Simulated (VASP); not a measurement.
Cl, 4 atoms in the cell. Symmetry: Cmce, No. 64, orthorhombic system. The conventional cell has a = 6.372 Å, b = 3.996 Å, c = 8.009 Å, α = 90.00°, β = 90.00°, γ = 90.00°. Cl (site symmetry m) has 1 Cl at 2.03 Å within 2.7 Å.  This cell differs from its parent crystal: volume scaled by 0.94, then relaxed in part.

| Property | Result |
| --- | --- |
| Program | VASP 6.6.1 |
| Task | single point |
| Functional | PBE |
| Dispersion | D3(BJ) |
| Potentials or basis | VASP PAW PBE potentials, release 64 (Cl) |
| Cutoff | 520 eV |
| k mesh | 8 × 8 × 4 |
| Occupations | gaussian, width 0.02 eV |
| Spin | no spin polarisation |
| Dipole correction | no |
| Further INCAR settings | ALGO = Normal; EDIFF = 1e-06; NBANDS = 22 |

Potentials or basis: VASP PAW PBE potentials, release 64 (Cl).

Launch:

```console
$ cat potpaw_PBE.64/Cl/POTCAR > POTCAR
$ mpirun -np 1 vasp_std > vasp.out
```

Hardware: 1 thread of Intel(R) Xeon(R) Platinum 8375C CPU @ 2.90GHz (Ice Lake), with other jobs on the host.

**Question.** How long does it take, and how much memory?

**Answer.** It took 2.3 min on 1 thread of Intel(R) Xeon(R) Platinum 8375C CPU @ 2.90GHz (Ice Lake), with other jobs on the host, peak memory 0.24 GiB. Counts: scf iterations 12, k points 63.
